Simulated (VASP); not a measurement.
# BAs (lda) (F-43m) in VASP: vibrations by perturbation theory with LDA

Aim: the vibrations by perturbation theory of BAs (lda) with LDA.

Program: VASP 6.6.1. These are calculated values, not measurements. Logs are shortened: lines on timing, memory, paths and dates and some standing lists are left out, and cuts for length are marked.

## Step 1: The cell of the first run

Symmetry: F-43m, No. 216, cubic system. Conventional cell: a = 4.567 Å, b = 4.567 Å, c = 4.567 Å, α = 90.00°, β = 90.00°, γ = 90.00°. B (site symmetry -43m) has 4 As at 1.98 Å within 2.6 Å. Within 2.6 Å of As (site symmetry -43m) lie 4 B at 1.98 Å.

## Step 2: Vibrations by perturbation theory, LDA

INCAR reads:

```
SYSTEM = BAs
PREC = Accurate
ENCUT = 500
EDIFF = 1E-8
ISMEAR = 0
SIGMA = 0.01
LREAL = .FALSE.
LASPH = .TRUE.
NELM = 120
ALGO = Normal
ISIF = 2
LWAVE = .FALSE.
LCHARG = .FALSE.
GGA = CA
IBRION = 8
NSW = 1
LEPSILON = .TRUE.
GGA_COMPAT = .FALSE.
```

KPOINTS reads:

```
regular mesh
0
G
  10 10 10
  0 0 0
```

POSCAR reads:

```
BAs
1.0
    0.0000000000      2.2835970547      2.2835970547
    2.2835970547      0.0000000000      2.2835970547
    2.2835970547      2.2835970547      0.0000000000
B As
1 1
Direct
    0.0000000000      0.0000000000      0.0000000000
    0.2500000000      0.2500000000      0.2500000000
```

Potentials or basis: VASP PAW LDA potentials, release 64 (B, As).

Run with:

```sh
> cat potpaw_LDA.64/B/POTCAR potpaw_LDA.64/As/POTCAR > POTCAR
> mpirun -np 1 vasp_std > vasp.out
```

OUTCAR:

```text
SYSTEM = BAs
   PREC = Accurate
   ENCUT = 500
   EDIFF = 1E-8
   ISMEAR = 0
   LREAL = .FALSE.
   LASPH = .TRUE.
   NELM = 120
   ISIF = 2
   GGA = CA
   IBRION = 8
   NSW = 1
   LEPSILON = .TRUE.

 ion  position               nearest neighbor table
   1  0.000  0.000  0.000-   2 1.98   2 1.98   2 1.98   2 1.98
   2  0.250  0.250  0.250-   1 1.98   1 1.98   1 1.98   1 1.98

  LATTYP: Found a face centered cubic cell.
 ALAT       =     4.5671941094

  Lattice vectors:

 A1 = (   0.0000000000,   2.2835970547,   2.2835970547)
 A2 = (   2.2835970547,   0.0000000000,   2.2835970547)
 A3 = (   2.2835970547,   2.2835970547,   0.0000000000)

Analysis of symmetry for initial positions (statically):
=====================================================================
 Subroutine PRICEL returns:
 Original cell was already a primitive cell.

 Routine SETGRP: Setting up the symmetry group for a
 face centered cubic supercell.

 Subroutine GETGRP returns: Found 24 space group operations
 (whereof 24 operations were pure point group operations)
 out of a pool of 48 trial point group operations.

The static configuration has the point symmetry T_d .

Analysis of symmetry for dynamics (positions and initial velocities):
=====================================================================
 Subroutine PRICEL returns:
 Original cell was already a primitive cell.

 Routine SETGRP: Setting up the symmetry group for a
 face centered cubic supercell.

 Subroutine GETGRP returns: Found 24 space group operations
 (whereof 24 operations were pure point group operations)
 out of a pool of 48 trial point group operations.

The dynamic configuration has the point symmetry T_d .

 Subroutine INISYM returns: Found 24 space group operations
 (whereof 24 operations are pure point group operations),
 and found     1 'primitive' translations

----------------------------------------------------------------------------------------

                                     Primitive cell

  volume of cell :      23.8171

  direct lattice vectors                    reciprocal lattice vectors
     0.000000000  2.283597055  2.283597055    -0.218952813  0.218952813  0.218952813
     2.283597055  0.000000000  2.283597055     0.218952813 -0.218952813  0.218952813
     2.283597055  2.283597055  0.000000000     0.218952813  0.218952813 -0.218952813

  length of vectors
     3.229493926  3.229493926  3.229493926     0.379237397  0.379237397  0.379237397

  position of ions in fractional coordinates (direct lattice)
     0.000000000  0.000000000  0.000000000
     0.250000000  0.250000000  0.250000000

  ion indices of the primitive-cell ions
   primitive index   ion index
                 1           1
                 2           2

----------------------------------------------------------------------------------------

 KPOINTS: regular mesh

Automatic generation of k-mesh.
 Grid dimensions read from file:
 generate k-points for:   10   10   10

 Generating k-lattice:

  Cartesian coordinates                     Fractional coordinates (reciprocal lattice)
[... 413 lines left out ...]
  ---------------------------------------------------
  ---------------------------------------------------
  free energy    TOTEN  =        -0.58351301 eV

  energy without entropy =       -0.58351301

------------------------ aborting loop because EDIFF is reached ----------------------------------------

--------------------------------------- Ionic step        2  -------------------------------------------

------------------------ aborting loop because EDIFF is reached ----------------------------------------

--------------------------------------- Ionic step        3  -------------------------------------------

------------------------ aborting loop because EDIFF is reached ----------------------------------------

 PIEZOELECTRIC TENSOR FIELD DIRECTION 3  (e Angst)
 -----------------------------------------------------------------------------
    -0.00049  0.40943  0.00000           ( -0.00000  0.10058  0.00000)
     0.40943 -0.00049  0.00000           (  0.10058 -0.00000  0.00000)
     0.00000  0.00000  0.00016           (  0.00000  0.00000 -0.00000)

 PIEZOELECTRIC TENSOR FIELD DIRECTION 3  (C/m^2)
 -----------------------------------------------------------------------------
    -0.00033  0.27542  0.00000
     0.27542 -0.00033  0.00000
     0.00000  0.00000  0.00011

--------------------------------------- Ionic step        4  -------------------------------------------

------------------------ aborting loop because EDIFF is reached ----------------------------------------

[... ionic steps 5 to 6 ...]

--------------------------------------- Ionic step        7  -------------------------------------------

 Free energy of the ion-electron system (eV)
  ---------------------------------------------------
  ---------------------------------------------------
  free energy    TOTEN  =        -0.03705661 eV

  energy without entropy =       -0.03705661

------------------------ aborting loop because EDIFF is reached ----------------------------------------

 INTERNAL STRAIN TENSOR  FOR ION    2  DIRECTION 1   (eV/Angst):
 -----------------------------------------------------------------------------
     0.00627  0.00000  0.00000
     0.00000 -0.00090-12.77845
     0.00000-12.77845 -0.00090

 MACROSCOPIC STATIC DIELECTRIC TENSOR (including local field effects in DFT)
 ------------------------------------------------------
           9.399762    -0.000000     0.000000
          -0.000000     9.399762     0.000000
           0.000000    -0.000000     9.399762
 ------------------------------------------------------

 PIEZOELECTRIC TENSOR (including local field effects)  for field in x, y, z        (e  Angst)
          XX          YY          ZZ          XY          YZ          ZX
  --------------------------------------------------------------------------------
  x     0.00000    -0.00000    -0.00000    -0.00000     0.40438    -0.00000
  y     0.00000     0.00000     0.00000     0.00000    -0.00000     0.40438
  z     0.00000    -0.00000     0.00000     0.40438     0.00000    -0.00000

 PIEZOELECTRIC TENSOR (including local field effects)  for field in x, y, z        (C/m^2)
          XX          YY          ZZ          XY          YZ          ZX
  --------------------------------------------------------------------------------
  x     0.00000    -0.00000    -0.00000    -0.00000     0.27202    -0.00000
  y     0.00000     0.00000     0.00000     0.00000    -0.00000     0.27202
  z     0.00000    -0.00000     0.00000     0.27202     0.00000    -0.00000

 BORN EFFECTIVE CHARGES (including local field effects) (in |e|, cummulative output)
 ---------------------------------------------------------------------------------
 ion    1
    1    -0.89218    -0.00000     0.00000
    2     0.00000    -0.89218     0.00000
    3     0.00000    -0.00000    -0.89218
 ion    2
    1     0.89218     0.00000    -0.00000
    2    -0.00000     0.89218    -0.00000
    3     0.00000     0.00000     0.89218

 INTERNAL STRAIN TENSOR FOR ION    2 for displacements in x,y,z  (eV/Angst):
          X           Y           Z          XY          YZ          ZX
  --------------------------------------------------------------------------------
  x     0.00000     0.00000     0.00000     0.00000   -12.77845     0.00000
  y     0.00000     0.00000     0.00000     0.00000     0.00000   -12.77845
  z     0.00000     0.00000     0.00000   -12.77845     0.00000     0.00000

 SECOND DERIVATIVES (NOT SYMMETRIZED)
 ------------------------------------
               1X          1Y          1Z          2X          2Y          2Z
  1X   -21.390878    0.000000    0.000000   21.390878    0.000000    0.000000
  1Y     0.000000  -21.390878    0.000000    0.000000   21.390878    0.000000
  1Z     0.000000    0.000000  -21.390878    0.000000    0.000000   21.390878
  2X    21.393057    0.000000    0.000000  -21.393057    0.000000    0.000000
  2Y     0.000000   21.393057    0.000000    0.000000  -21.393057    0.000000
  2Z     0.000000    0.000000   21.393057    0.000000    0.000000  -21.393057

 Eigenvectors and eigenvalues of the dynamical matrix
 ----------------------------------------------------

   1 f  =   23.523623 THz   147.803285 2PiTHz  784.663616 cm-1    97.285846 meV
             X         Y         Z           dx          dy          dz
      0.000000  0.000000  0.000000     0.000000   -0.000000   -0.934820
      1.141799  1.141799  1.141799     0.000000   -0.000000    0.355123
[... 21 lines left out ...]
   6 f/i=    0.000398 THz     0.002499 2PiTHz    0.013269 cm-1     0.001645 meV
             X         Y         Z           dx          dy          dz
      0.000000  0.000000  0.000000    -0.001452    0.353947   -0.028833
      1.141799  1.141799  1.141799    -0.003823    0.931726   -0.075899

--------------------------------------------------------------------------------------------------------

 MACROSCOPIC STATIC DIELECTRIC TENSOR IONIC CONTRIBUTION
 ------------------------------------------------------
           0.282704     0.000000     0.000000
           0.000000     0.282704    -0.000000
           0.000000    -0.000000     0.282704
 ------------------------------------------------------

 ELASTIC MODULI CONTR FROM IONIC RELAXATION (kBar)
 Direction    XX          YY          ZZ          XY          YZ          ZX
 --------------------------------------------------------------------------------
 XX          -0.0000     -0.0000      0.0000     -0.0000      0.0000      0.0000
 YY          -0.0000     -0.0000     -0.0000     -0.0000     -0.0000      0.0000
 ZZ           0.0000     -0.0000     -0.0000      0.0000     -0.0000      0.0000
 XY          -0.0000     -0.0000      0.0000   -530.0463     -0.0000      0.0000
 YZ           0.0000     -0.0000     -0.0000     -0.0000   -530.0463     -0.0000
 ZX           0.0000      0.0000      0.0000      0.0000     -0.0000   -530.0463
 --------------------------------------------------------------------------------

 PIEZOELECTRIC TENSOR IONIC CONTR  for field in x, y, z        (C/m^2)
          XX          YY          ZZ          XY          YZ          ZX
  --------------------------------------------------------------------------------
  x     0.00000    -0.00000    -0.00000    -0.00000    -0.36425    -0.00000
  y     0.00000     0.00000     0.00000     0.00000    -0.00000    -0.36425
  z    -0.00000    -0.00000     0.00000    -0.36425    -0.00000     0.00000
```

Wall time 85 s (1 thread of Intel Xeon Platinum 8488C (Sapphire Rapids), shared host); peak memory 0.21 GiB.

Results:

```
Electronic dielectric tensor (diagonal)                 : 9.40
Born charges (mean of the diagonal)                     : B -0.89; As +0.89 e
Highest phonon frequency at Γ, LO-TO splitting left out : 785 cm⁻¹
```

Phonon frequencies in cm⁻¹ (negative: imaginary):
| q point | frequencies |
| --- | --- |
| (0.000, 0.000, 0.000) | 0 0 0 785 785 785 |

Electronic dielectric tensor:
```
9.40 0.00 0.00
0.00 9.40 0.00
0.00 0.00 9.40
```

Born effective charge tensors (e):
atom 1, B
```
-0.89  0.00  0.00
 0.00 -0.89  0.00
 0.00  0.00 -0.89
```
atom 2, As
```
0.89 0.00 0.00
0.00 0.89 0.00
0.00 0.00 0.89
```

Caveat: the cell wasn't relaxed at this level first, which shifts response properties.
